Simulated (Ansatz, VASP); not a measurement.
**One calculation of ScAlN2, two programs**

```xyz
4
Lattice="3.0108 0.0000 0.0000 -1.5054 2.6074 0.0000 0.0000 0.0000 5.2107" Properties=species:S:1:pos:R:3 pbc="T T T"
Sc    0.0000    0.0000    0.0000
Al    0.0000    0.0000    2.6053
N     0.0000    1.7383    1.4102
N     1.5054    0.8691    3.8005
```

Change from the starting cell: species swapped into the LiVS2 type (P-3m1, No. 164).

Alike in both runs: functional PBE; k mesh 6 × 6 × 4; occupations gaussian, width 0.1 eV; no spin polarisation.

Ansatz relaxed the structure, and its values are those at the end. VASP's run is a single point on that final structure, the one shown.

|  | VASP | Ansatz |
| --- | --- | --- |
| version | VASP 6.6.1 | Ansatz 0.2.0 |
| potentials or method | VASP PAW PBE potentials, release 64 (Sc_sv, Al, N), cutoff 520 eV | scalar-relativistic, plane waves, PAW |
| valence electrons in the cell | 24 | 24 |

```tsv
	VASP	Ansatz	Ansatz less VASP
gap on the k mesh at the Fermi level (eV)	0.91	0.92	+0.015
least direct gap on the mesh (eV)	1.69	1.71	+0.017
pressure (GPa)	0.5	0.0	-0.53
rms of the force components (eV/Å)	0.024	0.004	-0.0206
```
